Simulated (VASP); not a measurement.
Ti:

```
Ti
1.0
     2.95000    0.00000    0.00000
    -1.47500    2.55477    0.00000
     0.00000    0.00000    4.68000
Ti
2
Direct
  0.66667 0.33333 0.75000
  0.33333 0.66667 0.25000
```

```yaml
Program: VASP 6.6.1
Task: relaxation of cell and atoms
Functional: PBE
Dispersion: D3(BJ)
Potentials_or_basis: VASP PAW PBE potentials, release 64 (Ti_sv)
Cutoff: 600 eV
k_mesh: 10 × 10 × 6
Occupations: fermi-dirac, width 0.05 eV
Spin: no spin polarisation
```

At the start: pressure -7.3 GPa; volume 17.64 Å³/atom.

**Question.** Where does the relaxation end?

**Answer.** Over 8 steps the energy falls by 28.6 meV/atom and the volume is 16.45 Å³/atom (-6.7 %); space group P6_3/mmc (No. 194, to 0.05 Å).

Step by step:
| step | energy change (eV) | largest force (eV/Å) | pressure (GPa) | volume (Å³) |
| --- | --- | --- | --- | --- |
| 1 | 0.0000 | 0.0000 | -7.33 | 35.27 |
| 2 | -0.0262 | 0.0000 | 6.43 | 31.31 |
| 3 | -0.0570 | 0.0000 | 0.06 | 32.91 |
| 4 | -0.0570 | 0.0000 | -0.21 | 32.96 |
| 5 | -0.0571 | 0.0000 | -0.20 | 32.96 |
| 6 | -0.0571 | 0.0000 | -0.19 | 32.96 |
| 7 | -0.0571 | 0.0000 | 0.09 | 32.87 |
| 8 | -0.0571 | 0.0000 | -0.03 | 32.91 |

Final structure:
```xyz
2
Lattice="2.8869 0.0000 0.0000 -1.4434 2.5001 0.0000 0.0000 0.0000 4.5592" Properties=species:S:1:pos:R:3 pbc="T T T"
Ti    1.4434    0.8334    3.4194
Ti    0.0000    1.6667    1.1398
```

Caveat: pairwise dispersion overbinds metals, which lowers pressure and volume.
